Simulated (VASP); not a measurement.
Here is a VASP 6.6.1 calculation.

Contents of INCAR:

```
  PREC = Accurate
  ENCUT = 600
  EDIFF = 1E-7
  ISMEAR = 0
  SIGMA = 0.02
  LREAL = False
  LASPH = True
  NELM = 100
  ALGO = Normal
  ISIF = 4
  LWAVE = False
  LCHARG = False
  GGA = PE
  IBRION = 2
  NSW = 50
  EDIFFG = -0.01
```

The input KPOINTS:

```
Automatic mesh
0
Gamma
  6 6 6
```

POSCAR

```
BaTiO3
1.0
    2.8073426320      1.6208200243      2.3037311672
   -2.8073426320      1.6208200243      2.3037311672
    0.0000000000     -3.2416400486      2.3037311672
Ba Ti O
1 1 3
Direct
    0.0027765409      0.0027765409      0.0027765409
    0.5153296475      0.5153296475      0.5153296475
    0.4894117898      0.4894117898      0.9817702320
    0.4894117898      0.9817702320      0.4894117898
    0.9817702320      0.4894117898      0.4894117898
```

Potentials or basis: VASP PAW PBE potentials, release 64 (Ba_sv, Ti_sv, O).

Run with:

```sh
$ cat potpaw_PBE.64/Ba_sv/POTCAR potpaw_PBE.64/Ti_sv/POTCAR potpaw_PBE.64/O/POTCAR > POTCAR
$ mpirun -np 1 vasp_std > vasp.out
```

Predict the band gap on the k mesh.

2.13 eV (least direct gap 2.40 eV).

Final structure:
```
Ba Ti O
1.0
     2.81049    1.62263    2.29858
    -2.81049    1.62263    2.29858
     0.00000   -3.24527    2.29858
Ba Ti O
1 1 3
Direct
  0.99985 0.99985 0.99985
  0.50952 0.50952 0.50952
  0.49127 0.49127 0.98678
  0.49127 0.98678 0.49127
  0.98678 0.49127 0.49127
```

Caveat: spin-orbit coupling is left out, which moves the levels of the heavy elements. A k mesh can miss the band edges.
